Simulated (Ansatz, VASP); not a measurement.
**PbO: VASP beside Ansatz**

```
CELL_PARAMETERS angstrom
3.98040 0.00000 0.00000
0.00000 3.88607 0.00000
0.00000 0.00000 5.00091
ATOMIC_POSITIONS crystal
Pb 0.00000 0.50000 0.23969
Pb 0.50000 0.00000 0.76031
O 0.00000 0.00000 0.99484
O 0.50000 0.50000 0.00516
```

Change from the starting cell: uniaxial_y strain -2.4%.

Alike in both runs: task single point; functional r2SCAN; k mesh 6 × 6 × 6; no spin polarisation.

```csv
,VASP,Ansatz
version,VASP 6.6.1,Ansatz 0.2.0
potentials or method,"VASP PAW PBE potentials, release 64 (Pb_d, O)","plane waves, PAW"
plane-wave cutoff (eV),520,500
occupations,"gaussian, width 0.01 eV",fixed
valence electrons in the cell,40,40
```

|  | VASP | Ansatz | Ansatz less VASP |
| --- | --- | --- | --- |
| gap on the k mesh at the Fermi level (eV) | 1.37 | 1.37 | -0.001 |
| pressure (GPa) | 3.2 | 2.7 | -0.54 |
| traceless stress, the component that is largest in VASP (GPa) | -1.03 | -0.93 | +0.103 |
| rms of the force components (eV/Å) | 0.040 | 0.007 | -0.0329 |

VASP's potentials were made for PBE, not for r2SCAN. Atom by atom the forces differ by 0.048 eV/Å (rms over components).

Neither program's run includes spin-orbit coupling.
